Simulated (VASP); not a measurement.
# NaI (Fm-3m) in VASP: a series of runs

NaI is run at these levels: r2SCAN; tasks: single point.

Everything below comes from runs of VASP 6.6.1. Logs are shortened: lines on timing, memory, paths and dates and some standing lists are left out, and cuts for length are marked.

### Step 1. The cell of the first run

Symmetry: Fm-3m, No. 225, cubic system. The conventional cell has a = 6.279 Å, b = 6.279 Å, c = 6.279 Å, α = 90.00°, β = 90.00°, γ = 90.00°. Na (site symmetry m-3m) has 6 I at 3.14 Å within 4.1 Å. Within 4.1 Å of I (site symmetry m-3m) lie 6 Na at 3.14 Å.

### Step 2. Single point, r2SCAN (strain -0.030 along x and y, -0.030 along z)

POSCAR

```
NaI
1.0
    0.0000000000      3.1393080000      3.1393080000
    3.1393080000      0.0000000000      3.1393080000
    3.1393080000      3.1393080000      0.0000000000
Na I
1 1
Direct
    0.0000000000      0.0000000000      0.0000000000
    0.5000000000      0.5000000000      0.5000000000
```

INCAR.step1

```
SYSTEM = NaI
ALGO     = Normal         ! electronic algorithm
EDIFF    = 1E-4           ! SCF threshold, eV
ENCUT    = 520            ! plane-wave cutoff, eV
GGA      = PE             ! functional
ISMEAR   = 0              ! smearing method
LASPH    = .TRUE.         ! aspherical terms in the spheres
LCHARG   = .FALSE.        ! write CHGCAR
LREAL    = .FALSE.        ! projectors in reciprocal space
LWAVE    = .TRUE.         ! write WAVECAR
NBANDS   = 14             ! bands
NELM     = 60             ! most SCF steps
PREC     = Accurate       ! precision mode
SIGMA    = 0.05           ! smearing width, eV
```

INCAR.step2

```
SYSTEM = NaI
ALGO     = Normal         ! electronic algorithm
EDIFF    = 1E-6           ! SCF threshold, eV
ENCUT    = 520            ! plane-wave cutoff, eV
ISIF     = 2              ! what is computed and relaxed
ISMEAR   = 0              ! smearing method
ISTART   = 1            
LASPH    = .TRUE.         ! aspherical terms in the spheres
LCHARG   = .FALSE.        ! write CHGCAR
LMIXTAU  = .TRUE.       
LREAL    = .FALSE.        ! projectors in reciprocal space
LWAVE    = .FALSE.        ! write WAVECAR
METAGGA  = R2SCAN         ! meta-GGA
NBANDS   = 14             ! bands
NELM     = 60             ! most SCF steps
PREC     = Accurate       ! precision mode
SIGMA    = 0.05           ! smearing width, eV
```

KPOINTS

```
k-points
0
G
  6 6 6
  0 0 0
```

Potentials or basis: VASP PAW PBE potentials, release 64 (Na_pv, I).

On the command line:

```bash
cat potpaw_PBE.64/Na_pv/POTCAR potpaw_PBE.64/I/POTCAR > POTCAR
cp INCAR.step1 INCAR
mpirun -np 1 vasp_std > vasp.out
cp INCAR.step2 INCAR
mpirun -np 1 vasp_std > vasp.out
```

OUTCAR:

```text
SYSTEM = NaI
   EDIFF = 1E-6
   ENCUT = 520
   ISIF = 2
   ISMEAR = 0
   ISTART = 1
   LASPH = .TRUE.
   LREAL = .FALSE.
   METAGGA = R2SCAN
   NELM = 60
   PREC = Accurate

 ion  position               nearest neighbor table
   1  0.000  0.000  0.000-   2 3.14   2 3.14   2 3.14   2 3.14   2 3.14   2 3.14
   2  0.500  0.500  0.500-   1 3.14   1 3.14   1 3.14   1 3.14   1 3.14   1 3.14

  LATTYP: Found a face centered cubic cell.
 ALAT       =     6.2786160000

  Lattice vectors:

 A1 = (   0.0000000000,   3.1393080000,   3.1393080000)
 A2 = (   3.1393080000,   0.0000000000,   3.1393080000)
 A3 = (   3.1393080000,   3.1393080000,   0.0000000000)

Analysis of symmetry for initial positions (statically):
=====================================================================
 Subroutine PRICEL returns:
 Original cell was already a primitive cell.

 Routine SETGRP: Setting up the symmetry group for a
 face centered cubic supercell.

 Subroutine GETGRP returns: Found 48 space group operations
 (whereof 48 operations were pure point group operations)
 out of a pool of 48 trial point group operations.

The static configuration has the point symmetry O_h .

Analysis of symmetry for dynamics (positions and initial velocities):
=====================================================================
 Subroutine PRICEL returns:
 Original cell was already a primitive cell.

 Routine SETGRP: Setting up the symmetry group for a
 face centered cubic supercell.

 Subroutine GETGRP returns: Found 48 space group operations
 (whereof 48 operations were pure point group operations)
 out of a pool of 48 trial point group operations.

The dynamic configuration has the point symmetry O_h .

 Subroutine INISYM returns: Found 48 space group operations
 (whereof 48 operations are pure point group operations),
 and found     1 'primitive' translations

----------------------------------------------------------------------------------------

                                     Primitive cell

  volume of cell :      61.8774

  direct lattice vectors                    reciprocal lattice vectors
     0.000000000  3.139308000  3.139308000    -0.159270769  0.159270769  0.159270769
     3.139308000  0.000000000  3.139308000     0.159270769 -0.159270769  0.159270769
     3.139308000  3.139308000  0.000000000     0.159270769  0.159270769 -0.159270769

  length of vectors
     4.439651950  4.439651950  4.439651950     0.275865064  0.275865064  0.275865064

  position of ions in fractional coordinates (direct lattice)
[... 82 lines left out ...]
   NUPDOWN=      -1.0000    fix difference up-down
   EMIN   =  10.00;   EMAX   =-10.00  energy-range for DOS
   EFERMI =   0.00;   METHOD = LEGACY
   ISMEAR =     0;   SIGMA  =   0.05  broadening in eV -4-tet -1-fermi 0-gaus
   EFERMI_NEDOS =   21; number of points for ismear=-14 and -15
   IALGO  =     38    algorithm
   IMIX   =      4    mixing-type and parameters
     AMIX     =   0.40;   BMIX     =  1.00
     AMIX_MAG =   1.60;   BMIX_MAG =  1.00
  volume/ion in A,a.u.               =      30.94       208.78
  Fermi-wavevector in a.u.,A,eV,Ry     =   0.997563  1.885120 13.539587  0.995132
  Thomas-Fermi vector in A             =   2.129727
   LORBIT       =      0    0 simple, 1 ext, 2 COOP (PROOUT), +10 PAW based schemes
   METAGGA = R2SCAN    functional components
   LHFCALC =     F    Hartree Fock is set to
   AEXX    =    0.0000 exact exchange contribution
   IVDW    =     0    specifies the selected vdW correction
   LEPSILON=     F    determine dielectric tensor
   LRPA    =     F    only Hartree local field effects (RPA)
 non-spin polarized calculation
 Gauss-broadening in eV      SIGMA  =   0.05
  energy-cutoff  :      520.00
  volume of cell :       61.88
 maximum number of plane-waves:      1687
 NGX is ok and might be reduce to    36
   NGX = 17   NGY = 17   NGZ = 17

 number of electron      14.0000008 magnetization

 Free energy of the ion-electron system (eV)
  ---------------------------------------------------
  ext. energy  EPLUGINS =         0.00000000
  ---------------------------------------------------
  free energy    TOTEN  =       -31.06051020 eV

  energy without entropy =      -31.06051020  energy(sigma->0) =      -31.06051020

 E-fermi :   1.4331     XC(G=0):  -8.4670

 val. band max:        1.1575477264   @ k =   0.0000   0.0000   0.0000
 cond. band min:       5.8991252418   @ k =   0.0000   0.0000   0.0000
 fundamental gap:      4.7415775154
 Fermi energy:         1.4330592154

 k-point     1 :       0.0000    0.0000    0.0000
  band No.  band energies     occupation
      1     -22.0195      2.00000
      2     -22.0191      2.00000
      3     -22.0191      2.00000
      4     -10.4541      2.00000
      5       1.1575      2.00000
      6       1.1575      2.00000
      7       1.1575      2.00000
      8       5.8991      0.00000
      9       9.6175      0.00000
     10       9.6175      0.00000
     11       9.6175      0.00000
     12      11.6235      0.00000
     13      11.6235      0.00000
     14      12.3585      0.00000
[... 241 lines left out ...]
      1     -22.0243      2.00000
      2     -22.0226      2.00000
      3     -22.0219      2.00000
      4      -9.9029      2.00000
      5      -0.8282      2.00000
      6      -0.1670      2.00000
      7       0.1083      2.00000
      8       7.3966      0.00000
      9       8.1311      0.00000
     10      10.6825      0.00000
     11      10.8382      0.00000
     12      14.3268      0.00000
     13      15.0341      0.00000
     14      15.1161      0.00000

------------------------ aborting loop because EDIFF is reached ----------------------------------------

  FORCE on cell =-STRESS in cart. coord.  units (eV):
  Direction    XX          YY          ZZ          XY          YZ          ZX
  --------------------------------------------------------------------------------------
  -------------------------------------------------------------------------------------
  Total        0.6724494      0.6724494      0.6724494      0.0000000      0.0000000      0.0000000
  in kB       17.4115904     17.4115904     17.4115904      0.0000000      0.0000000      0.0000000
  external PRESSURE =      17.4115904 kB  Pullay stress =       0.0000000 kB

 VOLUME and BASIS-vectors are now :
 -----------------------------------------------------------------------------
  energy-cutoff  :      520.00
  volume of cell :       61.88
      direct lattice vectors                 reciprocal lattice vectors
     0.000000000  3.139308000  3.139308000    -0.159270769  0.159270769  0.159270769
     3.139308000  0.000000000  3.139308000     0.159270769 -0.159270769  0.159270769
     3.139308000  3.139308000  0.000000000     0.159270769  0.159270769 -0.159270769

 POSITION                                       TOTAL-FORCE (eV/Angst)
 -----------------------------------------------------------------------------------
      0.00000      0.00000      0.00000         0.000000     -0.000000      0.000000
      3.13931      3.13931      3.13931        -0.000000      0.000000     -0.000000
 -----------------------------------------------------------------------------------
    total drift:                                0.000000      0.000000      0.000000

  FREE ENERGIE OF THE ION-ELECTRON SYSTEM (eV)
  ---------------------------------------------------
  free  energy   TOTEN  =       -31.0605102010 eV

  energy  without entropy=      -31.0605102010  energy(sigma->0) =      -31.06051020
```

Run time: 29 s. Hardware: 1 thread of Intel Xeon 6975P-C (Granite Rapids), shared host; peak memory 0.21 GiB.

What came out:

- Free energy: -31.0605 eV
- Pressure: 1.7 GPa
- Band gap on the k mesh: 4.74 eV

Levels at points of the mesh, in eV from the valence-band top:
```tsv
k point	band 4	band 5	band 6	band 7	band 8	band 9	band 10	band 11
(0.00, 0.00, 0.00)	-11.61	0.00	0.00	0.00	4.74	8.46	8.46	8.46
(0.50, 0.00, 0.00)	-11.18	-2.54	-0.36	-0.36	5.72	8.14	8.14	10.49
(0.50, 0.50, 0.00)	-11.07	-2.26	-0.89	-0.89	5.29	5.84	11.38	12.46
```

Caveat: the cell differs from its parent crystal (strain -0.030 along x and y, -0.030 along z); the PAW data sets were made with another functional, which shifts forces and pressure a little; spin-orbit coupling is left out, which moves the levels of the heavy elements.

### Step 3. Single point, r2SCAN (strain -0.015 along x and y, -0.015 along z)

POSCAR

```
NaI
1.0
    0.0000000000      3.1878540000      3.1878540000
    3.1878540000      0.0000000000      3.1878540000
    3.1878540000      3.1878540000      0.0000000000
Na I
1 1
Direct
    0.0000000000      0.0000000000      0.0000000000
    0.5000000000      0.5000000000      0.5000000000
```

INCAR.step1

```
PREC = Accurate
ENCUT = 520
ISMEAR = 0
SIGMA = 0.05
LREAL = False
LASPH = True
NELM = 80
NBANDS = 14
GGA = PE
ALGO = Normal
EDIFF = 1E-4
LWAVE = True
LCHARG = False
```

INCAR.step2

```
PREC = Accurate
ENCUT = 520
EDIFF = 1E-7
ISMEAR = 0
SIGMA = 0.05
LREAL = False
LASPH = True
NELM = 80
ALGO = Normal
ISIF = 2
LWAVE = False
LCHARG = False
METAGGA = R2SCAN
LMIXTAU = True
NBANDS = 14
ISTART = 1
```

KPOINTS

```
regular mesh
0
Gamma
  6 6 6
```

Potentials or basis: VASP PAW PBE potentials, release 64 (Na_pv, I).

On the command line:

```bash
cat potpaw_PBE.64/Na_pv/POTCAR potpaw_PBE.64/I/POTCAR > POTCAR
cp INCAR.step1 INCAR
mpirun -np 1 vasp_std > vasp.out
cp INCAR.step2 INCAR
mpirun -np 1 vasp_std > vasp.out
```

It took 37 s on 1 thread of Intel Xeon 6975P-C (Granite Rapids), shared host; peak memory 0.22 GiB.

Results (log left out):

| Item | Value |
| --- | --- |
| Free energy | -31.0815 eV |
| Pressure | 0.6 GPa |
| Band gap on the k mesh | 4.58 eV |

Levels at points of the mesh, in eV from the valence-band top:
```csv
k point,band 4,band 5,band 6,band 7,band 8,band 9,band 10,band 11
"(0.00, 0.00, 0.00)",-11.47,0.00,0.00,0.00,4.58,8.47,8.47,8.47
"(0.50, 0.00, 0.00)",-11.09,-2.35,-0.33,-0.33,5.71,8.11,8.11,10.13
"(0.50, 0.50, 0.00)",-11.00,-2.09,-0.82,-0.82,5.26,5.94,11.05,12.32
```

Caveat: the cell differs from its parent crystal (strain -0.015 along x and y, -0.015 along z); the PAW data sets were made with another functional, which shifts forces and pressure a little; spin-orbit coupling is left out, which moves the levels of the heavy elements.

### Step 4. Single point, r2SCAN (strain +0.015 along x and y, +0.015 along z)

POSCAR

```
NaI
1.0
    0.0000000000      3.2849460000      3.2849460000
    3.2849460000      0.0000000000      3.2849460000
    3.2849460000      3.2849460000      0.0000000000
Na I
1 1
Direct
    0.0000000000      0.0000000000      0.0000000000
    0.5000000000      0.5000000000      0.5000000000
```

INCAR.step1

```
SYSTEM = NaI
ALGO = Normal ; EDIFF = 1E-4
ENCUT = 520 ; GGA = PE
ISMEAR = 0 ; LASPH = .TRUE.
LCHARG = .FALSE. ; LREAL = .FALSE.
LWAVE = .TRUE. ; NBANDS = 14
NELM = 100 ; PREC = Accurate
SIGMA = 0.05
```

INCAR.step2

```
SYSTEM = NaI
ALGO = Normal ; EDIFF = 1E-6
ENCUT = 520 ; ISIF = 2
ISMEAR = 0 ; ISTART = 1
LASPH = .TRUE. ; LCHARG = .TRUE.
LELF = .TRUE. ; LMIXTAU = .TRUE.
LREAL = .FALSE. ; LVHAR = .TRUE.
LWAVE = .FALSE. ; METAGGA = R2SCAN
NBANDS = 14 ; NELM = 100
PREC = Accurate ; SIGMA = 0.05
```

KPOINTS

```
k-points
0
G
  6 6 6
  0 0 0
```

On the command line:

```bash
cat potpaw_PBE.64/Na_pv/POTCAR potpaw_PBE.64/I/POTCAR > POTCAR
cp INCAR.step1 INCAR
mpirun -np 1 vasp_std > vasp.out
cp INCAR.step2 INCAR
mpirun -np 1 vasp_std > vasp.out
```

Wall time 30 s (1 thread of Intel Xeon 6975P-C (Granite Rapids), shared host); peak memory 0.21 GiB.

The run converged. Its results:

- Free energy: -31.0754 eV
- Pressure: -0.8 GPa
- Band gap on the k mesh: 4.31 eV

Levels at points of the mesh, in eV from the valence-band top:
```csv
k point,band 3,band 4,band 5,band 6,band 7,band 8,band 9,band 10,band 11,band 12
"(0.00, 0.00, 0.00)",-23.30,-11.23,0.00,0.00,0.00,4.31,8.47,8.47,8.47,10.25
"(0.50, 0.00, 0.00)",-23.30,-10.94,-2.03,-0.27,-0.27,5.67,8.03,8.03,9.43,10.94
"(0.50, 0.50, 0.00)",-23.30,-10.87,-1.79,-0.70,-0.70,5.19,6.10,10.43,12.01,12.01
```

Caveat: the cell differs from its parent crystal (strain +0.015 along x and y, +0.015 along z); the PAW data sets were made with another functional, which shifts forces and pressure a little; spin-orbit coupling is left out, which moves the levels of the heavy elements.

### Step 5. The runs side by side

| cell | gap on the mesh (eV) | pressure (GPa) |
| --- | --- | --- |
| a = 4.440 Å, angles 60.0°, 2 atoms | 4.74 | 1.7 |
| a = 4.508 Å, angles 60.0°, 2 atoms | 4.58 | 0.6 |
| a = 4.646 Å, angles 60.0°, 2 atoms | 4.31 | -0.8 |

Alike in all rows: task single point; level r2SCAN; potentials or basis VASP PAW PBE potentials, release 64 (Na_pv, I); no spin polarisation; k mesh 6 × 6 × 6; cutoff (eV) 520; smearing gaussian 0.05 eV.

Caveats: the PAW data sets were made with another functional, which shifts forces and pressure a little; spin-orbit coupling is left out, which moves the levels of the heavy elements.

Absolute energies hang on the potentials; compare differences alone.
